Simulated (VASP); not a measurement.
Runs of VASP 6.6.1 on SrCl2. The structure is that of space group I4/mmm (No. 139), or close to it. The cells are those of the table. 

| cell | gap on the mesh (eV) | pressure (GPa) |
| --- | --- | --- |
| a = 5.489, b = 5.489, c = 4.306 Å, angles 66.9, 66.9, 46.2°, 3 atoms | (b) | 1.8 |
| a = 5.020, b = 5.020, c = 4.775 Å, angles 61.6, 61.6, 56.8°, 3 atoms | 5.36 | 0.5 |
| a = 4.799, b = 4.799, c = 5.690 Å, angles 53.6, 53.6, 72.7°, 3 atoms | (a) | 6.4 |
| a = 4.870, b = 4.870, c = 5.068 Å, angles 58.6, 58.6, 62.7°, 3 atoms | 5.38 | 0.5 |
| a = 4.898, b = 4.898, c = 4.997 Å, angles 59.3, 59.3, 61.3°, 3 atoms | 5.73 | 0.5 |

Alike in all rows: task single point; level r2SCAN; potentials or basis VASP PAW PBE potentials, release 64 (Sr_sv, Cl); no spin polarisation; k mesh 6 × 6 × 6; cutoff (eV) 520; smearing gaussian 0.05 eV.

**Question.** Fill in the values left out.

**Answer.** (a) 0.34; (b) 1.54.

Caveats: the PAW data sets were made with another functional, which shifts forces and pressure a little; the stress differs along the axes, from -17 to 11 GPa (at least some runs); the stress differs along the axes, from -3 to 2 GPa (at least some runs); the stress differs along the axes, from -9 to 36 GPa (at least some runs); semilocal functionals underestimate gaps, and a narrow one can read as zero (at least some runs).

A k mesh can miss the band edges, and the runs leave out spin-orbit coupling on Sr.
